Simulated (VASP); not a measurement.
**KTaO3: single point with PBE**

KTaO3:

```xyz
5
Lattice="3.9883 0.0000 0.0000 0.0000 3.9883 0.0000 0.0000 0.0000 3.8687" Properties=species:S:1:pos:R:3 pbc="T T T"
K     1.9942    1.9942    1.9343
Ta    0.0000    0.0000    0.0000
O     1.9942    0.0000    0.0000
O     0.0000    1.9942    0.0000
O     0.0000    0.0000    1.9343
```

This cell differs from its parent crystal: zz strain of -3 %.

```yaml
Program: VASP 6.6.1
Task: single point
Functional: PBE
Potentials_or_basis: VASP PAW PBE potentials, release 64 (K_sv, Ta_pv, O)
Cutoff: 520 eV
k_mesh: 5 × 5 × 5
Occupations: fermi-dirac, width 0.01 eV
Spin: no spin polarisation
```

```yaml
Pressure: 13.5 GPa
Band_gap_on_the_k_mesh: 2.31 eV, indirect (least direct gap 2.78 eV)
```

Stress tensor (GPa, compression positive):
```
 8.90  0.00  0.00
 0.00  8.90  0.00
 0.00  0.00 22.74
```

Levels at points of the mesh, in eV from the valence-band top:
| k point | band 16 | band 17 | band 18 | band 19 | band 20 | band 21 | band 22 | band 23 |
| --- | --- | --- | --- | --- | --- | --- | --- | --- |
| (0.00, 0.00, 0.00) | -0.88 | -0.50 | -0.50 | -0.46 | 2.31 | 2.36 | 2.36 | 6.84 |

Run time: 46 s on 1 thread of AMD EPYC 7R13 Processor (Zen 3), on a shared host, peak memory 0.15 GiB.

Caveat: the cell differs from its parent crystal (zz strain of -3 %); spin-orbit coupling is left out, which moves the levels of the heavy elements. A k mesh can miss the band edges.
